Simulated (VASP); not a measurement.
# Sc (P6_3/mmc) in VASP: relaxation of cell and atoms with LDA

Aim: the relaxation of cell and atoms of Sc with LDA.

All numbers are computed with VASP 6.6.1; they aren't measurements. Logs are shortened: lines on timing, memory, paths and dates and some standing lists are left out, and cuts for length are marked.

## 1. The cell of the first run

Symmetry: P6_3/mmc, No. 194, hexagonal system. Conventional cell: a = 3.230 Å, b = 3.230 Å, c = 4.986 Å, α = 90.00°, β = 90.00°, γ = 120.00°. Within 4.1 Å of Sc (site symmetry -6m2) lie 12 Sc at 3.11 to 3.23 Å.

## 2. Relaxation of cell and atoms, LDA

The input, INCAR:

```
ALGO = Normal
EDIFF = 1E-6
EDIFFG = -0.001
ENCUT = 600
IBRION = 2
ISIF = 3
ISMEAR = -1
LASPH = T
LCHARG = F
LREAL = F
LWAVE = F
NELM = 80
NSW = 80
PREC = Accurate
SIGMA = 0.15
```

The input, KPOINTS:

```
k-points
0
Gamma
  12 12 8
```

The input, POSCAR:

```
Sc
1.0
    3.2295825148      0.0000000028      0.0000000000
   -1.6147912599      2.7969005000      0.0000000000
    0.0000000000      0.0000000000      4.9862302243
Sc
2
Direct
    0.3333333333      0.6666666667      0.2500000000
    0.6666666667      0.3333333333      0.7500000000
```

Potentials or basis: VASP PAW LDA potentials, release 64 (Sc_sv).

Launch:

```bash
$ cat potpaw_LDA.64/Sc_sv/POTCAR > POTCAR
$ mpirun -np 1 vasp_std > vasp.out
```

OUTCAR:

```text
EDIFF = 1E-6
   EDIFFG = -0.001
   ENCUT = 600
   IBRION = 2
   ISIF = 3
   ISMEAR = -1
   LASPH = T
   LREAL = F
   NELM = 80
   NSW = 80
   PREC = Accurate

 ion  position               nearest neighbor table
   1  0.333  0.667  0.250-   2 3.11   2 3.11   2 3.11   2 3.11   2 3.11   2 3.11
   2  0.667  0.333  0.750-   1 3.11   1 3.11   1 3.11   1 3.11   1 3.11   1 3.11

  LATTYP: Found a hexagonal cell.
 ALAT       =     3.2295825148
 C/A-ratio  =     1.5439240835

  Lattice vectors:

 A1 = (   3.2295825148,   0.0000000028,   0.0000000000)
 A2 = (  -1.6147912599,   2.7969005000,   0.0000000000)
 A3 = (   0.0000000000,   0.0000000000,   4.9862302243)

Analysis of symmetry for initial positions (statically):
=====================================================================
 Subroutine PRICEL returns:
 Original cell was already a primitive cell.

 Routine SETGRP: Setting up the symmetry group for a
 hexagonal supercell.

 Subroutine GETGRP returns: Found 24 space group operations
 (whereof 12 operations were pure point group operations)
 out of a pool of 24 trial point group operations.

The static configuration has the point symmetry D_3d.
 The point group associated with its full space group is D_6h.

Analysis of symmetry for dynamics (positions and initial velocities):
=====================================================================
 Subroutine PRICEL returns:
 Original cell was already a primitive cell.

 Routine SETGRP: Setting up the symmetry group for a
 hexagonal supercell.

 Subroutine GETGRP returns: Found 24 space group operations
 (whereof 12 operations were pure point group operations)
 out of a pool of 24 trial point group operations.

The dynamic configuration has the point symmetry D_3d.
 The point group associated with its full space group is D_6h.

 Subroutine INISYM returns: Found 24 space group operations
 (whereof 12 operations are pure point group operations),
 and found     1 'primitive' translations

----------------------------------------------------------------------------------------

                                     Primitive cell

  volume of cell :      45.0397

  direct lattice vectors                    reciprocal lattice vectors
     3.229582515  0.000000003  0.000000000     0.309637544  0.178769320  0.000000000
    -1.614791260  2.796900500  0.000000000    -0.000000000  0.357538639  0.000000000
     0.000000000  0.000000000  4.986230224     0.000000000  0.000000000  0.200552312

  length of vectors
     3.229582515  3.229582515  4.986230224     0.357538639  0.357538639  0.200552312

  position of ions in fractional coordinates (direct lattice)
     0.333333333  0.666666667  0.250000000
     0.666666667  0.333333333  0.750000000

  ion indices of the primitive-cell ions
   primitive index   ion index
                 1           1
                 2           2

----------------------------------------------------------------------------------------

 KPOINTS: k-points

Automatic generation of k-mesh.
 Grid dimensions read from file:
 generate k-points for:   12   12    8

 Generating k-lattice:

  Cartesian coordinates                     Fractional coordinates (reciprocal lattice)
     0.025803129  0.014897443  0.000000000     0.083333333  0.000000000  0.000000000
    -0.000000000  0.029794887  0.000000000     0.000000000  0.083333333  0.000000000
     0.000000000  0.000000000  0.025069039     0.000000000  0.000000000  0.125000000

  Length of vectors
     0.029794887  0.029794887  0.025069039

  Shift w.r.t. Gamma in fractional coordinates (k-lattice)
     0.000000000  0.000000000  0.000000000

 Subroutine IBZKPT returns following result:
 ===========================================

 Found     95 irreducible k-points:

 Following reciprocal coordinates:
            Coordinates               Weight
  0.000000  0.000000  0.000000      1.000000
  0.083333  0.000000  0.000000      6.000000
  0.166667  0.000000  0.000000      6.000000
  0.250000  0.000000  0.000000      6.000000
  0.333333  0.000000  0.000000      6.000000
  0.416667  0.000000  0.000000      6.000000
[... 16 lines left out ...]
  0.250000  0.000000  0.125000     12.000000
  0.333333  0.000000  0.125000     12.000000
 [... further k-points ...]
   k-points           NKPTS =     95   k-points in BZ     NKDIM =     95   number of bands    NBANDS=     15
   number of dos      NEDOS =    301   number of ions     NIONS =      2
   total plane-waves  NPLWV =  31360
   dimension x,y,z NGX =    28 NGY =   28 NGZ =   40
   dimension x,y,z NGXF=    56 NGYF=   56 NGZF=   80
   ions per type =               2
   NGX,Y,Z   is equivalent  to a cutoff of  14.41, 14.41, 13.34 a.u.
   NGXF,Y,Z  is equivalent  to a cutoff of  28.83, 28.83, 26.67 a.u.
 SYSTEM =  unknown system
   PREC   = accura    normal or accurate (medium, high low for compatibility)
   ISTART =      0    job   : 0-new  1-cont  2-samecut
   ICHARG =      2    charge: 1-file 2-atom 10-const
   ISPIN  =      1    spin polarized calculation?
   LNONCOLLINEAR =      F non collinear calculations
   LSORBIT =      F    spin-orbit coupling
   LASPH  =      T    aspherical Exc in radial PAW
   ENCUT  =  600.0 eV  44.10 Ry    6.64 a.u.   6.45  6.45  9.96*2*pi/ulx,y,z
   NELM   =     80;   NELMIN=  2; NELMDL= -5     # of ELM steps
   EDIFF  = 0.1E-05   stopping-criterion for ELM
   LREAL  =      F    real-space projection
   EDIFFG = -.1E-02   stopping-criterion for IOM
   NSW    =     80    number of steps for IOM
   IBRION =      2    ionic relax: 0-MD 1-quasi-New 2-CG
   NFREE  =      1    steps in history (QN), initial steepest desc. (CG)
   ISIF   =      3    stress and relaxation
   ISYM   =      2    0-nonsym 1-usesym 2-fastsym
   POTIM  = 0.5000    time-step for ionic-motion
   TEBEG  =    0.0;   TEEND  =   0.0 temperature during run
   PSTRESS=    0.0 pullay stress
   NELECT =      22.0000    total number of electrons
   NUPDOWN=      -1.0000    fix difference up-down
   EMIN   =  10.00;   EMAX   =-10.00  energy-range for DOS
   EFERMI =   0.00;   METHOD = LEGACY
   ISMEAR =    -1;   SIGMA  =   0.15  broadening in eV -4-tet -1-fermi 0-gaus
   EFERMI_NEDOS =   21; number of points for ismear=-14 and -15
   IALGO  =     38    algorithm
   IMIX   =      4    mixing-type and parameters
     AMIX     =   0.40;   BMIX     =  1.00
     AMIX_MAG =   1.60;   BMIX_MAG =  1.00
  volume/ion in A,a.u.               =      22.52       151.97
  Fermi-wavevector in a.u.,A,eV,Ry     =   1.289290  2.436404 22.616525  1.662268
  Thomas-Fermi vector in A             =   2.421191
   LORBIT       =      0    0 simple, 1 ext, 2 COOP (PROOUT), +10 PAW based schemes
   GGA     = CA    functional components
   LHFCALC =     F    Hartree Fock is set to
   AEXX    =    0.0000 exact exchange contribution
   IVDW    =     0    specifies the selected vdW correction
   LEPSILON=     F    determine dielectric tensor
   LRPA    =     F    only Hartree local field effects (RPA)
 conjugate gradient relaxation of ions
 non-spin polarized calculation
  energy-cutoff  :      600.00
  volume of cell :       45.04
 maximum number of plane-waves:      1526
 NGX is ok and might be reduce to    28
   NGX = 13   NGY = 13   NGZ = 19

--------------------------------------- Ionic step        1  -------------------------------------------

 number of electron      22.0000004 magnetization

 Free energy of the ion-electron system (eV)
  ---------------------------------------------------
  ext. energy  EPLUGINS =         0.00000000
  ---------------------------------------------------
  free energy    TOTEN  =       -13.57735066 eV

  energy without entropy =      -13.33678746  energy(sigma->0) =      -13.45706906

------------------------ aborting loop because EDIFF is reached ----------------------------------------

  FORCE on cell =-STRESS in cart. coord.  units (eV):
  Direction    XX          YY          ZZ          XY          YZ          ZX
  --------------------------------------------------------------------------------------
  -------------------------------------------------------------------------------------
  Total        0.0632850      0.0632850      0.2878615     -0.0000000     -0.0000000     -0.0000000
  in kB        2.2512083      2.2512083     10.2399639     -0.0000000     -0.0000000     -0.0000000
  external PRESSURE =       4.9141268 kB  Pullay stress =       0.0000000 kB
[... 89 lines left out ...]
  FREE ENERGIE OF THE ION-ELECTRON SYSTEM (eV)
  ---------------------------------------------------
  free  energy   TOTEN  =       -13.5785251356 eV

  energy  without entropy=      -13.3348500386  energy(sigma->0) =      -13.45668759

[... ionic steps 4 to 16 ...]

--------------------------------------- Ionic step       17  -------------------------------------------

 number of electron      22.0000006 magnetization

------------------------ aborting loop because EDIFF is reached ----------------------------------------
[... 67 lines left out ...]
--------------------------------------- Ionic step       19  -------------------------------------------

 number of electron      22.0000006 magnetization

 Free energy of the ion-electron system (eV)
  ---------------------------------------------------
  ext. energy  EPLUGINS =         0.00000000
  ---------------------------------------------------
  free energy    TOTEN  =       -13.57873199 eV

  energy without entropy =      -13.33428803  energy(sigma->0) =      -13.45651001

 E-fermi :   3.9500     XC(G=0): -10.4829

 val. band max:        3.9465815649   @ k =   0.2500   0.0833   0.3750
 cond. band min:       3.9654302246   @ k =   0.2500   0.1667   0.2500
 fundamental gap:      0.0188486597
 Fermi energy:         3.9500163312

 k-point     1 :       0.0000    0.0000    0.0000
  band No.  band energies     occupation
      1     -44.6557      2.00000
      2     -44.5498      2.00000
      3     -23.9193      2.00000
      4     -23.4426      2.00000
      5     -23.4426      2.00000
      6     -23.3544      2.00000
      7     -23.3544      2.00000
      8     -23.3291      2.00000
      9      -1.2704      2.00000
     10       2.1890      1.99998
     11       4.8405      0.00527
     12       5.5896      0.00004
     13       5.5896      0.00004
     14       5.8625      0.00001
[... 401 lines left out ...]
      2     -44.5378      2.00000
      3     -23.7841      2.00000
      4     -23.6776      2.00000
      5     -23.6310      2.00000
      6     -23.5236      2.00000
      7     -23.4153      2.00000
      8     -23.3979      2.00000
      9       1.0341      2.00000
     10       3.1265      1.99178
     11       3.4686      1.92237
     12       4.0790      0.59475
     13       5.3721      0.00015
     14       5.5786      0.00004
     15       5.6615      0.00002

 [... further k-points ...]

------------------------ aborting loop because EDIFF is reached ----------------------------------------

  FORCE on cell =-STRESS in cart. coord.  units (eV):
  Direction    XX          YY          ZZ          XY          YZ          ZX
  --------------------------------------------------------------------------------------
  -------------------------------------------------------------------------------------
  Total       -0.0016029     -0.0016029     -0.0013943      0.0000000      0.0000000      0.0000000
  in kB       -0.0565187     -0.0565187     -0.0491625      0.0000000      0.0000000      0.0000000
  external PRESSURE =      -0.0540666 kB  Pullay stress =       0.0000000 kB
[... 17 lines left out ...]
  FREE ENERGIE OF THE ION-ELECTRON SYSTEM (eV)
  ---------------------------------------------------
  free  energy   TOTEN  =       -13.5787319941 eV

  energy  without entropy=      -13.3342880275  energy(sigma->0) =      -13.45651001

 reached required accuracy - stopping structural energy minimisation
```

Wall time 2.9 min (1 thread of Intel Xeon 6975P-C (Granite Rapids), shared host); peak memory 0.21 GiB.

What came out:

* Free energy: -13.5787 eV
* Relaxed volume: 22.72 Å³/atom
* Relaxed cell: a = 3.228 Å, b = 3.228 Å, c = 5.036 Å, α = 90.00°, β = 90.00°, γ = 120.00°
* Space group after relaxing (to 0.1 Å): P6_3/mmc (No. 194)
* Energy gained by relaxing: 0.7 meV/atom
* Ionic steps: 19
* Pressure after relaxing: 0.0 GPa
* Band gap on the k mesh: zero (bands 11 and 12 overlap by 1.59 eV)

The path:
```csv
step,energy change (eV),largest force (eV/Å),pressure (GPa),volume (Å³)
1,0.0000,0.0000,0.49,45.04
2,-0.0012,0.0000,-0.11,45.49
3,-0.0012,0.0000,-0.11,45.51
4,-0.0014,0.0000,-0.04,45.44
5,-0.0014,0.0000,0.03,45.39
6,-0.0014,0.0000,0.04,45.40
7,-0.0014,0.0000,0.01,45.42
8,-0.0014,0.0000,0.01,45.41
9,-0.0014,0.0000,0.02,45.40
10,-0.0014,0.0000,0.03,45.40
11,-0.0014,0.0000,0.02,45.43
12,-0.0014,0.0000,-0.01,45.44
13,-0.0014,0.0000,-0.03,45.43
14,-0.0014,0.0000,-0.05,45.43
15,-0.0014,0.0000,0.00,45.41
16,-0.0014,0.0000,0.02,45.41
17,-0.0014,0.0000,0.03,45.41
18,-0.0014,0.0000,0.02,45.42
19,-0.0014,0.0000,-0.01,45.44
```

Final structure:
```
Sc
1.0
     3.22771    0.00000    0.00000
    -1.61386    2.79528    0.00000
     0.00000    0.00000    5.03617
Sc
2
Direct
  0.33333 0.66667 0.25000
  0.66667 0.33333 0.75000
```
